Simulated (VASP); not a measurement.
ScIr3C, 5 atoms in the cell. It takes space group Pm-3m (No. 221, cubic). Conventional cell: a = 4.726 Å, b = 4.726 Å, c = 4.726 Å, α = 90.00°, β = 90.00°, γ = 90.00°. Within 3.1 Å of Sc (site symmetry m-3m) lie 6 Ir at 2.36 Å. Within 3.1 Å of Ir (site symmetry 4/mmm) lie 2 Sc at 2.36 Å. Within 4.4 Å of C (site symmetry m-3m) lie 12 Ir at 3.34 Å and 8 Sc at 4.09 Å. 

| Quantity | Value |
| --- | --- |
| Program | VASP 6.6.1 |
| Task | single point |
| Functional | PBE |
| Potentials or basis | VASP PAW PBE potentials, release 64 (Sc_sv, Ir, C) |
| Cutoff | 520 eV |
| k mesh | 5 × 5 × 5 |
| Occupations | methfessel-paxton, width 0.05 eV |
| Spin | no spin polarisation |
| Dipole correction | no |
| Further INCAR settings | ALGO = Normal; EDIFF = 1e-07; NBANDS = 29 |

Potentials or basis: VASP PAW PBE potentials, release 64 (Sc_sv, Ir, C).

Launch:

```sh
$ cat potpaw_PBE.64/Sc_sv/POTCAR potpaw_PBE.64/Ir/POTCAR potpaw_PBE.64/C/POTCAR > POTCAR
$ mpirun -np 1 vasp_std > vasp.out
```

Hardware: 1 thread of Intel(R) Xeon(R) 6975P-C (Granite Rapids), with other jobs on the host.

**Question.** How long does it take, and how much memory?

**Answer.** Run time: 18 s on 1 thread of Intel(R) Xeon(R) 6975P-C (Granite Rapids) (shared host), peak memory 0.22 GiB. Counts: scf iterations 16, k points 10.
